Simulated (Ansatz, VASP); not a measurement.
## W: VASP beside Ansatz

POSCAR

```
W
1.0
   -1.5849475232      1.5849475232      1.5849475232
    1.5849475232     -1.5849475232      1.5849475232
    1.5849475232      1.5849475232     -1.5849475232
W
1
Direct
    0.0000000000      0.0000000000      0.0000000000
```

The input INCAR.step1:

```
SYSTEM = W
ALGO = Normal
EDIFF = 1E-4
ENCUT = 600
GGA = PE
ISMEAR = 0
LASPH = .True.
LCHARG = .False.
LREAL = .False.
LWAVE = .True.
NELM = 100
PREC = Accurate
SIGMA = 0.1
```

The input INCAR.step2:

```
SYSTEM = W
ALGO = Normal
EDIFF = 1E-6
EDIFFG = -0.002
ENCUT = 600
IBRION = 2
ISIF = 3
ISMEAR = 0
ISTART = 1
LASPH = .True.
LCHARG = .False.
LMIXTAU = .True.
LREAL = .False.
LWAVE = .False.
METAGGA = R2SCAN
NELM = 100
NSW = 100
PREC = Accurate
SIGMA = 0.1
```

Contents of KPOINTS:

```
k-points
0
Gamma
  18 18 18
  0 0 0
```

Input for Ansatz:

```yaml
crystal:
  lattice:
    - [-1.5849475232, 1.5849475232, 1.5849475232]
    - [1.5849475232, -1.5849475232, 1.5849475232]
    - [1.5849475232, 1.5849475232, -1.5849475232]
  atoms:
    - { symbol: W, position: [0.0, 0.0, 0.0] }
basis:
  ecutwfc: 500
kpoints:
  mp_grid: { grid: [18, 18, 18] }
hamiltonian:
  xc: r2scan
  pseudopotentials: { kind: paw, azcp: { folder: soft_1 } }
scf:
  occupations: { method: gaussian, width: 0.1 }
output:
  forces: true
  stress: true
  eigenvalues: true
relax:
  adjacent_minimum: "off"
  f_tol: 0.002
  max_steps: 80
  cell: { stress_tol: 0.02 }
```

Alike in both runs: task relaxation of cell and atoms; functional r2SCAN; k mesh 18 × 18 × 18; occupations gaussian, width 0.1 eV; no spin polarisation.

```csv
,VASP,Ansatz
version,VASP 6.6.1,Ansatz 0.2.0
potentials or method,"VASP PAW PBE potentials, release 64 (W_sv), cutoff 600 eV","scalar-relativistic, plane waves, PAW"
valence electrons in the cell,14,14
```

VASP gave:

| Property | Result |
| --- | --- |
| gap on the k mesh at the Fermi level, each at its own relaxed structure (eV) | none |
| relaxed volume (Å³/atom) | 15.97 |
| relaxed cell length with the largest relative difference (Å) | 2.748 |

Problem. What did Ansatz give for the same quantities?

Solution. gap on the k mesh at the Fermi level, each at its own relaxed structure (eV): none; relaxed volume (Å³/atom): 15.91; relaxed cell length with the largest relative difference (Å): 2.744.

VASP's potentials were made for PBE, not for r2SCAN. A gap of «none» marks a metal or a gap that the smearing closes.

Neither program's run includes spin-orbit coupling.
